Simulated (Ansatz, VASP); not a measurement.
## One calculation of HgTe, two programs

```
Hg Te
1.0
     0.00000    2.89272    2.97993
     2.89272    0.00000    2.97993
     2.89272    2.89272    0.00000
Hg Te
1 1
Direct
  0.00000 0.00000 0.00000
  0.50000 0.50000 0.50000
```

Change from the starting cell: z stretched by +2 % at fixed volume.

Alike in both runs: task single point; functional PBE; k mesh 12 × 12 × 12; occupations fermi-dirac, width 0.08 eV; no spin polarisation.

```csv
,VASP,Ansatz
version,VASP 6.6.1,Ansatz 0.2.0
potentials or method,"VASP PAW PBE potentials, release 64 (Hg, Te), cutoff 520 eV","all-electron LAPW, scalar-relativistic"
```

Ansatz gave:

- pressure (GPa): 10.6
- traceless stress, the component that is largest in VASP (GPa): -2.00

Estimate VASP's values.

pressure (GPa): 10.8; traceless stress, the component that is largest in VASP (GPa): -2.05.

Ansatz ran all-electron here, and VASP with PAW potentials.

Neither program's run includes spin-orbit coupling.
